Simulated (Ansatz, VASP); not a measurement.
## Ca3Y in VASP and in Ansatz

```
Ca Y
1.0
     5.48404    0.00000    0.00000
     0.00000    5.48404    0.00000
     0.00000    0.00000    5.48404
Ca Y
3 1
Direct
  0.00000 0.50000 0.50000
  0.50000 0.00000 0.50000
  0.50000 0.50000 0.00000
  0.00000 0.00000 0.00000
```

Alike in both runs: task single point; functional LDA; k mesh 5 × 5 × 5; no spin polarisation.

```csv
,VASP,Ansatz
version,VASP 6.6.1,Ansatz 0.2.0
potentials or method,"VASP PAW LDA potentials, release 64 (Ca_sv, Y_sv), cutoff 520 eV","plane waves, PAW"
occupations,"methfessel-paxton of order 1, width 0.1 eV","cold, width 0.1 eV"
valence electrons in the cell,41,41
```

```tsv
	VASP	Ansatz	Ansatz less VASP
pressure (GPa)	-2.8	-2.8	-0.03
```

LDA's correlation is that of Perdew and Zunger in VASP and of Perdew and Wang (1992) in Ansatz.
